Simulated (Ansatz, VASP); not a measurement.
**Two plane-wave programs on WS2**

```
CELL_PARAMETERS angstrom
3.15300 0.00000 0.00000
-1.57650 2.73058 0.00000
0.00000 0.00000 30.08000
ATOMIC_POSITIONS crystal
S 0.66667 0.33333 0.29892
S 0.66667 0.33333 0.40387
W 0.33333 0.66667 0.35140
```

Alike in both runs: functional PBE; dispersion D3(BJ); k mesh 12 × 12 × 1; occupations gaussian, width 0.02 eV; no spin polarisation.

Ansatz relaxed the structure, and its values are those at the end. VASP's run is a single point on that final structure, the one shown.

|  | VASP | Ansatz |
| --- | --- | --- |
| version | VASP 6.6.1 | Ansatz 0.2.0 |
| potentials or method | VASP PAW PBE potentials, release 64 (S, W_sv) | scalar-relativistic, plane waves, PAW |
| plane-wave cutoff (eV) | 520 | 420 |
| valence electrons in the cell | 26 | 26 |

```csv
,VASP,Ansatz,Ansatz less VASP
gap on the k mesh at the Fermi level (eV),1.95,1.95,-0.004
least direct gap on the mesh (eV),1.95,1.95,-0.004
```

Ansatz's warnings: slab cell height set.

Neither program's run includes spin-orbit coupling.
